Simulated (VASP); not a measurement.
Input of a VASP 6.6.1 run:

INCAR

```
  ALGO = Normal
  EDIFF = 1E-6
  ENCUT = 600
  GGA = PE
  GGA_COMPAT = False
  ISIF = 2
  ISMEAR = 0
  ISPIN = 2
  LASPH = True
  LCHARG = False
  LDAU = True
  LDAUJ = 0 0
  LDAUL = 3 -1
  LDAUPRINT = 1
  LDAUTYPE = 2
  LDAUU = 6 0
  LMAXMIX = 6
  LORBIT = 11
  LREAL = False
  LWAVE = False
  MAGMOM = 7.45 -0.09
  NBANDS = 22
  NELM = 200
  PREC = Accurate
  SIGMA = 0.05
```

File KPOINTS:

```
k-points
0
Gamma
  10 10 10
```

The input POSCAR:

```
EuO
1.0
    0.0000000000      2.6054378584      2.6054378584
    2.6054378584      0.0000000000      2.6054378584
    2.6054378584      2.6054378584      0.0000000000
Eu O
1 1
Direct
    0.0000000000      0.0000000000      0.0000000000
    0.5000000000      0.5000000000      0.5000000000
```

Potentials or basis: VASP PAW PBE potentials, release 64 (Eu, O).

Run with:

```bash
$ cat potpaw_PBE.64/Eu/POTCAR potpaw_PBE.64/O/POTCAR > POTCAR
$ mpirun -np 1 vasp_std > vasp.out
```

Question: Estimate the pressure.

Answer: -2.0 GPa.

Question: Estimate the site moments.

Answer: Eu +6.73; O -0.09 μB.

Question: Predict the band gap on the k mesh.

Answer: 0.16 eV (least direct gap 0.32 eV).

Question: Estimate the net moment.

Answer: 7.00 μB per cell.

Eigenvalues of the final occupation matrices:
| site | spin | trace | eigenvalues |
| --- | --- | --- | --- |
| site 1 f | 1 | 6.82 | 0.97 0.97 0.97 0.97 0.98 0.98 0.98 |
| site 1 f | 2 | 0.02 | 0.00 0.00 0.00 0.00 0.00 0.00 0.00 |

Caveat: spin-orbit coupling is left out, which moves the levels of the heavy elements; a cell with one magnetic atom can't hold antiferromagnetic order, which such compounds often take. The state reached can hang on the start; a lower one may exist.
